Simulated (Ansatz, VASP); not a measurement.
# One calculation of Te2Mo, two programs

The input INCAR:

```
SYSTEM = Te2Mo
PREC = Accurate ; ENCUT = 520
EDIFF = 1E-6 ; ISMEAR = -1
SIGMA = 0.02 ; LREAL = .FALSE.
LASPH = .TRUE. ; NELM = 80
ALGO = Normal ; ISIF = 2
LWAVE = .FALSE. ; LCHARG = .FALSE.
NBANDS = 35
```

The input KPOINTS:

```
regular mesh
0
G
  6 10 1
  0 0 0
```

File POSCAR:

```
Te2Mo
1.0
    6.3616090156      0.0000000000      0.0000000000
    0.0000000000      3.4804030600      0.0000000000
   -0.0857412231      0.0000000000     36.1758904685
Te Mo
4 2
Direct
    0.0791521300      0.7500000000      0.4434726800
    0.9208478700      0.2500000000      0.5565273200
    0.5707489000      0.2500000000      0.4592964200
    0.4292511000      0.7500000000      0.5407035800
    0.8186524400      0.7500000000      0.5025346300
    0.1813475600      0.2500000000      0.4974653700
```

Input for Ansatz:

```yaml
crystal:
  lattice:
    - [6.3616090156, 0.0, 0.0]
    - [0.0, 3.48040306, 0.0]
    - [-0.0857412231, 0.0, 36.1758904685]
  atoms:
    - { symbol: Te, position: [0.07915213, 0.75, 0.44347268] }
    - { symbol: Te, position: [0.92084787, 0.25, 0.55652732] }
    - { symbol: Te, position: [0.5707489, 0.25, 0.45929642] }
    - { symbol: Te, position: [0.4292511, 0.75, 0.54070358] }
    - { symbol: Mo, position: [0.81865244, 0.75, 0.50253463] }
    - { symbol: Mo, position: [0.18134756, 0.25, 0.49746537] }
basis:
  ecutwfc: 420
kpoints:
  mp_grid: { grid: [6, 10, 1] }
hamiltonian:
  xc: lda
scf:
  occupations: { method: fermi_dirac, width: 0.02 }
output:
  forces: true
  stress: true
  eigenvalues: true
```

Alike in both runs: task single point; functional LDA; k mesh 6 × 10 × 1; occupations fermi-dirac, width 0.02 eV; no spin polarisation.

|  | VASP | Ansatz |
| --- | --- | --- |
| version | VASP 6.6.1 | Ansatz 0.2.0 |
| potentials or method | VASP PAW LDA potentials, release 64 (Te, Mo_sv), cutoff 520 eV | scalar-relativistic, plane waves, PAW |
| valence electrons in the cell | 52 | 92 |

|  | VASP | Ansatz | Ansatz less VASP |
| --- | --- | --- | --- |
| gap on the k mesh at the Fermi level (eV) | none | none | - |
| rms of the force components (eV/Å) | 0.192 | 0.213 | +0.0209 |

LDA's correlation is that of Perdew and Zunger in VASP and of Perdew and Wang (1992) in Ansatz. Atom by atom the forces differ by 0.021 eV/Å (rms over components). A gap of «none» marks a metal or a gap that the smearing closes. VASP's potentials hold 52 valence electrons a cell and Ansatz's 92, so a difference there can come from the potentials and not from the codes.

Spin-orbit coupling is off throughout.
